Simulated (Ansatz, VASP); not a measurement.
One calculation of C, two programs

```
C
1.0
     0.00000    2.16657    2.16657
     2.16657    0.00000    2.16657
     2.16657    2.16657    0.00000
C
3
Direct
  0.50000 0.50000 0.50000
  0.75000 0.75000 0.75000
  0.25000 0.25000 0.25000
```

Alike in both runs: task relaxation of cell and atoms; functional PBE; k mesh 18 × 18 × 18; occupations gaussian, width 0.1 eV; no spin polarisation.

|  | VASP | Ansatz |
| --- | --- | --- |
| version | VASP 6.6.1 | Ansatz 0.2.0 |
| potentials or method | VASP PAW PBE potentials, release 64 (C), cutoff 600 eV | scalar-relativistic, plane waves, PAW |
| valence electrons in the cell | 12 | 12 |

Ansatz gave:

```
gap on the k mesh at the Fermi level, each at its own relaxed structure (eV) : none
relaxed volume (Å³/atom)                                                     : 6.82
relaxed cell length with the largest relative difference (Å)                 : 3.070
```

Question: What did VASP give for the same quantities?

Answer: gap on the k mesh at the Fermi level, each at its own relaxed structure (eV): none; relaxed volume (Å³/atom): 6.82; relaxed cell length with the largest relative difference (Å): 3.069.

A gap of «none» marks a metal or a gap that the smearing closes.
